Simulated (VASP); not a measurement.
KBr: single point with PBE-based screened hybrid with 40 % exact exchange

Crystal: KBr.

```xyz
2
Lattice="0.0000 3.3000 3.3000 3.3000 0.0000 3.3000 3.3000 3.3000 0.0000" Properties=species:S:1:pos:R:3 pbc="T T T"
Br    3.3000    3.3000    3.3000
K     0.0000    0.0000    0.0000
```

```
Program             : VASP 6.6.1
Task                : single point
Functional          : PBE-based screened hybrid with 40 % exact exchange
Potentials or basis : VASP PAW PBE potentials, release 64 (Br, K_sv)
Cutoff              : 520 eV
k mesh              : 4 × 4 × 4
Occupations         : fermi-dirac, width 0.05 eV
Spin                : no spin polarisation
```

The pressure is 0.3 GPa and the band gap on the k mesh is 6.35 eV.

Levels at points of the mesh, in eV from the valence-band top:
| k point | band 6 | band 7 | band 8 | band 9 | band 10 | band 11 |
| --- | --- | --- | --- | --- | --- | --- |
| (0.00, 0.00, 0.00) | 0.00 | 0.00 | 0.00 | 6.35 | 9.83 | 9.83 |
| (0.50, 0.00, 0.00) | -1.26 | -0.35 | -0.35 | 8.49 | 10.44 | 12.21 |
| (0.50, 0.50, 0.00) | -0.90 | -0.32 | -0.32 | 7.83 | 9.32 | 11.59 |

It took 16 min on 1 thread of Intel Xeon 8259CL, with other jobs on the host, peak memory 0.32 GiB.

Caveat: the PAW data sets were made with another functional, which shifts forces and pressure a little.
